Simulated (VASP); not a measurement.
A run of VASP 6.6.1 is set up as follows.

Contents of POSCAR:

```
Na
1.0
   -2.1410000000      2.1410000000      2.1410000000
    2.1410000000     -2.1410000000      2.1410000000
    2.1410000000      2.1410000000     -2.1410000000
Na
1
Direct
    0.0000000000      0.0000000000      0.0000000000
```

Contents of INCAR.step1:

```
SYSTEM = Na
PREC = Accurate ; ENCUT = 520
EDIFF = 1E-5 ; ISMEAR = 1
SIGMA = 0.1 ; LREAL = .False.
LASPH = .True. ; NELM = 60
ALGO = Normal ; ISIF = 2
LWAVE = .True. ; LCHARG = .False.
GGA = PE ; NBANDS = 10
```

File INCAR.step2:

```
SYSTEM = Na
PREC = Accurate ; ENCUT = 520
EDIFF = 1E-6 ; ISMEAR = 1
SIGMA = 0.1 ; LREAL = .False.
LASPH = .True. ; NELM = 60
ALGO = Normal ; ISIF = 2
LWAVE = .False. ; LCHARG = .False.
GGA = PE ; LHFCALC = .True.
HFSCREEN = 0.2079 ; PRECFOCK = Normal
ISTART = 1 ; NBANDS = 10
```

KPOINTS

```
Automatic mesh
0
Gamma
  6 6 6
  0 0 0
```

Potentials or basis: VASP PAW PBE potentials, release 64 (Na_pv).

Command:

```sh
$ cat potpaw_PBE.64/Na_pv/POTCAR > POTCAR
$ cp INCAR.step1 INCAR
$ mpirun -np 1 vasp_std > vasp.out
$ cp INCAR.step2 INCAR
$ mpirun -np 1 vasp_std > vasp.out
```

(1) What does it give for the pressure?

(2) What does it give for the band gap on the k mesh?

Answers

(1) -0.2 GPa.

(2) zero (an odd number of electrons rules out a gap without spin polarisation).

Caveat: the PAW data sets were made with another functional, which shifts forces and pressure a little.
